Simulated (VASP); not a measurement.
Input of a VASP 6.6.1 run:

The input INCAR:

```
  PREC = Accurate
  ENCUT = 520
  EDIFF = 1E-7
  ISMEAR = 0
  SIGMA = 0.01
  LREAL = F
  LASPH = T
  NELM = 100
  ALGO = Normal
  ISIF = 2
  LWAVE = F
  LCHARG = F
  GGA = PE
  NBANDS = 25
```

The input KPOINTS:

```
Automatic mesh
0
Gamma
  6 6 6
```

The input POSCAR:

```
KAgF2
1.0
    1.8256097125      1.0540162590      5.7317525512
   -1.8256097125      1.0540162590      5.7317525512
    0.0000000000     -2.1080325179      5.7317525512
K Ag F
1 1 2
Direct
    1.0000000000      0.0000000000      0.0000000000
    0.5000000000      0.5000000000      0.5000000000
    0.2438231137      0.2438231137      0.2438231137
    0.7561768863      0.7561768863      0.7561768863
```

Potentials or basis: VASP PAW PBE potentials, release 64 (K_sv, Ag, F).

The run is started by

```bash
$ cat potpaw_PBE.64/K_sv/POTCAR potpaw_PBE.64/Ag/POTCAR potpaw_PBE.64/F/POTCAR > POTCAR
$ mpirun -np 1 vasp_std > vasp.out
```

(1) Estimate the largest force.

(2) Estimate the band gap on the k mesh.

(3) What does it give for the pressure?

Answers

(1) 0.060 eV/Å.

(2) 1.75 eV, indirect (least direct gap 1.83 eV).

(3) 3.1 GPa.
